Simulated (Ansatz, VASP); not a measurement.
**Two plane-wave programs on Sb**

```
Sb
1.0
     3.22320    0.00000    0.00000
     0.00000    3.22320    0.00000
     0.00000    0.00000    3.16000
Sb
1
Cartesian
  0.0000 0.0000 0.0000
```

Change from the starting cell: equal xx and yy strain of +2 %, PAW files.

Alike in both runs: task electric field gradients; functional PBEsol; k mesh 13 × 13 × 13; occupations fermi-dirac, width 0.05 eV; no spin polarisation.

```csv
,VASP,Ansatz
version,VASP 6.6.1,Ansatz 0.2.0
potentials or method,"VASP PAW PBE potentials, release 64 (Sb)","PAW with Ansatz's default frozen-core files, scalar-relativistic"
plane-wave cutoff (eV),520,420
valence electrons in the cell,5,15
```

VASP gave:

```
pressure (GPa)                                                : -6.3
traceless stress, the component that is largest in VASP (GPa) : 1.56
size of Vzz on the site where it differs most (V/Å²)          : 8.6
```

What did Ansatz give for the same quantities?

Pressure (GPa): -6.3; traceless stress, the component that is largest in VASP (GPa): 1.55; size of Vzz on the site where it differs most (V/Å²): 7.3.

VASP's potentials were made for PBE, not for PBEsol. VASP's potentials hold 5 valence electrons a cell and Ansatz's 15, so a difference there can come from the potentials and not from the codes.

Spin-orbit coupling is off throughout.
